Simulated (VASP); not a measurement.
## AgCl (rocksalt type): single point with PBEsol

The system is AgCl (rocksalt type).

```xyz
2
Lattice="0.0000 2.5801 2.5801 2.5801 0.0000 2.5801 2.5801 2.5801 0.0000" Properties=species:S:1:pos:R:3 pbc="T T T"
Ag    0.0000    0.0000    0.0000
Cl    2.5801    2.5801    2.5801
```

This cell differs from its parent crystal: volume scaled by 0.85.

```yaml
Program: VASP 6.6.1
Task: single point
Functional: PBEsol
Potentials_or_basis: VASP PAW PBE potentials, release 64 (Ag, Cl)
Cutoff: 520 eV
k_mesh: 15 × 15 × 15
Occupations: fermi-dirac, width 0.08 eV
Spin: no spin polarisation
```

```json
{"Pressure": "14.0 GPa", "Band gap on the k mesh": "0.82 eV, indirect (least direct gap 3.38 eV)"}
```

Levels at points of the mesh, in eV from the valence-band top:
| k point | band 6 | band 7 | band 8 | band 9 | band 10 | band 11 | band 12 | band 13 |
| --- | --- | --- | --- | --- | --- | --- | --- | --- |
| (0.00, 0.00, 0.00) | -3.51 | -3.28 | -3.28 | -3.28 | 0.82 | 10.67 | 10.67 | 10.67 |

It took 83 s on 1 thread of Intel Xeon 8259CL, on a shared host, peak memory 0.2 GiB.

Caveat: the PAW data sets were made with another functional, which shifts forces and pressure a little. A k mesh can miss the band edges.
